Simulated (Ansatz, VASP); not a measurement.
Two plane-wave programs on Co

INCAR

```
SYSTEM = Co
PREC     = Accurate       ! precision mode
ENCUT    = 520            ! plane-wave cutoff, eV
EDIFF    = 1E-7           ! SCF threshold, eV
ISMEAR   = -1             ! smearing method
SIGMA    = 0.1            ! smearing width, eV
LREAL    = .False.        ! projectors in reciprocal space
LASPH    = .True.         ! aspherical terms in the spheres
NELM     = 60             ! most SCF steps
ALGO     = Normal         ! electronic algorithm
ISIF     = 2              ! what is computed and relaxed
LWAVE    = .False.        ! write WAVECAR
LCHARG   = .True.         ! write CHGCAR
GGA      = B5             ! functional
ALDAX    = 1.0          
AGGAX    = 1.0          
AGGAC    = 1.0          
ALDAC    = 0.0          
LELF     = .True.         ! ELF
LVHAR    = .True.       
NBANDS   = 10             ! bands
```

KPOINTS

```
regular mesh
0
Gamma
  15 15 15
  0 0 0
```

The input POSCAR:

```
Co
1.0
    2.2568897211      0.0000000000      0.0000000000
    0.0000000000      2.2568897211      0.0000000000
    0.0000000000      0.0000000000      2.2568897211
Co
1
Direct
    0.0000000000      0.0000000000      0.0000000000
```

Input for Ansatz:

```yaml
crystal:
  lattice:
    - [2.2568897211, 0.0, 0.0]
    - [0.0, 2.2568897211, 0.0]
    - [0.0, 0.0, 2.2568897211]
  atoms:
    - { symbol: Co, position: [0.0, 0.0, 0.0] }
hamiltonian:
  xc: blyp
  pseudopotentials:
    kind: paw
    azcp:
      Co: "pseudopotentials/Co.paw.azcp"
basis:
  ecutwfc: 420
  fft_grid_basis: typed
kpoints:
  mp_grid: { grid: [15, 15, 15], shift: [0, 0, 0] }
magnetization:
  spin_polarized: false
scf:
  occupations: { method: fermi_dirac, width: 0.1 }
  lower_state_search: "off"
output:
  stress: true
  write_density: true
  write_potential: true
  elf: true
  volumetric_format: npy
```

Alike in both runs: task single point; functional BLYP; k mesh 15 × 15 × 15; occupations fermi-dirac, width 0.1 eV; no spin polarisation.

```csv
,VASP,Ansatz
version,VASP 6.6.1,Ansatz 0.2.0
potentials or method,"VASP PAW PBE potentials, release 64 (Co), cutoff 520 eV","plane waves (420 eV) with PAW, scalar-relativistic"
valence electrons in the cell,9,17
```

```csv
,VASP,Ansatz,Ansatz less VASP
pressure (GPa),15.5,16.1,+0.59
```

VASP's potentials were made for PBE, not for BLYP. With one functional, cell and mesh, what is left measures potentials, basis and numerics. VASP's potentials hold 9 valence electrons a cell and Ansatz's 17, so a difference there can come from the potentials and not from the codes.
